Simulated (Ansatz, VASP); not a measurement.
## PbC2 in VASP and in Ansatz

INCAR

```
SYSTEM = PbC2
ALGO = Normal ; EDIFF = 1E-6
EDIFFG = -0.005 ; ENCUT = 600
GGA = PS ; IBRION = 2
ISIF = 3 ; ISMEAR = 0
LASPH = .TRUE. ; LCHARG = .FALSE.
LREAL = .FALSE. ; LWAVE = .FALSE.
NELM = 100 ; NSW = 100
PREC = Accurate ; SIGMA = 0.02
```

KPOINTS

```
k-points
0
G
  10 10 10
  0 0 0
```

The input POSCAR:

```
PbC2
1.0
   -2.0198241606      2.0198241606      3.3326658333
    2.0198241606     -2.0198241606      3.3326658333
    2.0198241606      2.0198241606     -3.3326658333
Pb C
1 2
Direct
    0.0000000000      0.0000000000      0.0000000000
    0.5951145270      0.5951145270      0.0000000000
    0.4048854730      0.4048854730      0.0000000000
```

Input for Ansatz:

```yaml
crystal:
  lattice:
    - [-2.0198241606, 2.0198241606, 3.3326658333]
    - [2.0198241606, -2.0198241606, 3.3326658333]
    - [2.0198241606, 2.0198241606, -3.3326658333]
  atoms:
    - { symbol: Pb, position: [0.0, 0.0, 0.0] }
    - { symbol: C, position: [0.595114527, 0.595114527, 0.0] }
    - { symbol: C, position: [0.404885473, 0.404885473, 0.0] }
basis:
  ecutwfc: 420
kpoints:
  mp_grid: { grid: [10, 10, 10] }
hamiltonian:
  xc: pbesol
scf:
  occupations: { method: gaussian, width: 0.02 }
output:
  forces: true
  stress: true
  eigenvalues: true
relax:
  adjacent_minimum: "off"
  f_tol: 0.005
  max_steps: 80
  cell: { stress_tol: 0.05 }
```

Alike in both runs: task relaxation of cell and atoms; functional PBEsol; k mesh 10 × 10 × 10; occupations gaussian, width 0.02 eV; no spin polarisation.

```csv
,VASP,Ansatz
version,VASP 6.6.1,Ansatz 0.2.0
potentials or method,"VASP PAW PBE potentials, release 64 (Pb_d, C), cutoff 600 eV","scalar-relativistic, plane waves, PAW"
valence electrons in the cell,22,22
```

```tsv
	VASP	Ansatz	Ansatz less VASP
gap on the k mesh at the Fermi level, each at its own relaxed structure (eV)	1.67	1.68	+0.005
relaxed volume (Å³/atom)	18.21	18.22	+0.016
relaxed length of the cell vector where the two differ most in proportion (Å)	4.395	4.397	+0.0012
```

VASP's potentials were made for PBE, not for PBEsol.

Spin-orbit coupling is off throughout.
